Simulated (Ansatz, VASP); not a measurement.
## Zn in VASP and in Ansatz

Contents of POSCAR:

```
Zn
1.0
    2.5136999002      0.0000000000      0.0000000000
    0.0000000000      2.5136999002      0.0000000000
    0.0000000000      0.0000000000      2.5136999002
Zn
1
Direct
    0.0000000000      0.0000000000      0.0000000000
```

INCAR.step1

```
  PREC = Accurate
  ENCUT = 600
  ISMEAR = 0
  SIGMA = 0.1
  LREAL = False
  LASPH = True
  NELM = 100
  GGA = PE
  ALGO = Normal
  EDIFF = 1E-4
  LWAVE = True
  LCHARG = False
```

The input INCAR.step2:

```
  PREC = Accurate
  ENCUT = 600
  EDIFF = 1E-7
  ISMEAR = 0
  SIGMA = 0.1
  LREAL = False
  LASPH = True
  NELM = 100
  ALGO = Normal
  ISIF = 3
  LWAVE = False
  LCHARG = False
  METAGGA = R2SCAN
  LMIXTAU = True
  IBRION = 2
  NSW = 90
  EDIFFG = -0.04
  ISTART = 1
```

The input KPOINTS:

```
regular mesh
0
Gamma
  6 6 6
```

Input for Ansatz:

```yaml
crystal:
  lattice:
    - [2.5136999002, 0.0, 0.0]
    - [0.0, 2.5136999002, 0.0]
    - [0.0, 0.0, 2.5136999002]
  atoms:
    - { symbol: Zn, position: [0.0, 0.0, 0.0] }
basis:
  ecutwfc: 500
kpoints:
  mp_grid: { grid: [6, 6, 6] }
hamiltonian:
  xc: r2scan
scf:
  occupations: { method: gaussian, width: 0.1 }
  lower_state_search: "off"
output:
  forces: true
  stress: true
  eigenvalues: true
relax:
  adjacent_minimum: "off"
  f_tol: 0.04
  max_steps: 70
  cell: { stress_tol: 0.4 }
```

Alike in both runs: task relaxation of cell and atoms; functional r2SCAN; k mesh 6 × 6 × 6; occupations gaussian, width 0.1 eV; no spin polarisation.

|  | VASP | Ansatz |
| --- | --- | --- |
| version | VASP 6.6.1 | Ansatz 0.2.0 |
| potentials or method | VASP PAW PBE potentials, release 64 (Zn), cutoff 600 eV | scalar-relativistic, plane waves, PAW |
| valence electrons in the cell | 12 | 12 |

```tsv
	VASP	Ansatz	Ansatz less VASP
gap on the k mesh at the Fermi level, each at its own relaxed structure (eV)	none	none	-
relaxed volume (Å³/atom)	17.96	18.02	+0.055
relaxed cell length with the largest relative difference (Å)	2.619	2.621	+0.0027
```

VASP's potentials were made for PBE, not for r2SCAN. A gap of «none» marks a metal or a gap that the smearing closes.

The k mesh is coarse, so the values compare programs but aren't converged.
